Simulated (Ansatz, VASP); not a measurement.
**One calculation of LiS3, two programs**

The input INCAR:

```
SYSTEM = LiS3
  PREC = Accurate
  ENCUT = 600
  EDIFF = 1E-7
  ISMEAR = 0
  SIGMA = 0.1
  LREAL = .FALSE.
  LASPH = .TRUE.
  NELM = 80
  ALGO = Normal
  ISIF = 3
  LWAVE = .FALSE.
  LCHARG = .FALSE.
  GGA = PE
  IBRION = 2
  NSW = 90
  EDIFFG = -0.04
```

The input KPOINTS:

```
Automatic mesh
0
G
  4 4 4
  0 0 0
```

Contents of POSCAR:

```
LiS3
1.0
    4.6133503900      0.0000000000      0.0000000000
    0.0000000000      4.6133503900      0.0000000000
    0.0000000000      0.0000000000      4.6133503900
Li S
1 3
Direct
    0.0000000000      0.0000000000      0.0000000000
    0.5000000000      0.0000000000      0.0000000000
    0.0000000000      0.5000000000      0.0000000000
    0.0000000000      0.0000000000      0.5000000000
```

Input for Ansatz:

```yaml
crystal:
  lattice:
    - [4.61335039, 0.0, 0.0]
    - [0.0, 4.61335039, 0.0]
    - [0.0, 0.0, 4.61335039]
  atoms:
    - { symbol: Li, position: [0.0, 0.0, 0.0] }
    - { symbol: S, position: [0.5, 0.0, 0.0] }
    - { symbol: S, position: [0.0, 0.5, 0.0] }
    - { symbol: S, position: [0.0, 0.0, 0.5] }
basis:
  ecutwfc: 420
kpoints:
  mp_grid: { grid: [4, 4, 4] }
hamiltonian:
  xc: pbe
scf:
  occupations: { method: gaussian, width: 0.1 }
  lower_state_search: "off"
output:
  forces: true
  stress: true
  eigenvalues: true
relax:
  adjacent_minimum: "off"
  f_tol: 0.04
  max_steps: 70
  cell: { stress_tol: 0.4 }
```

Alike in both runs: task relaxation of cell and atoms; functional PBE; k mesh 4 × 4 × 4; occupations gaussian, width 0.1 eV; no spin polarisation.

|  | VASP | Ansatz |
| --- | --- | --- |
| version | VASP 6.6.1 | Ansatz 0.2.0 |
| potentials or method | VASP PAW PBE potentials, release 64 (Li_sv, S), cutoff 600 eV | scalar-relativistic, plane waves, PAW |
| valence electrons in the cell | 21 | 21 |

|  | VASP | Ansatz | Ansatz less VASP |
| --- | --- | --- | --- |
| gap on the k mesh at the Fermi level, each at its own relaxed structure (eV) | none | none | - |
| relaxed volume (Å³/atom) | 21.43 | 21.34 | -0.087 |
| relaxed cell length with the largest relative difference (Å) | 4.409 | 4.403 | -0.0060 |

A gap of «none» marks a metal or a gap that the smearing closes.

Noted on VASP's run: the cutoff is short for stress, so the pressure is rough.
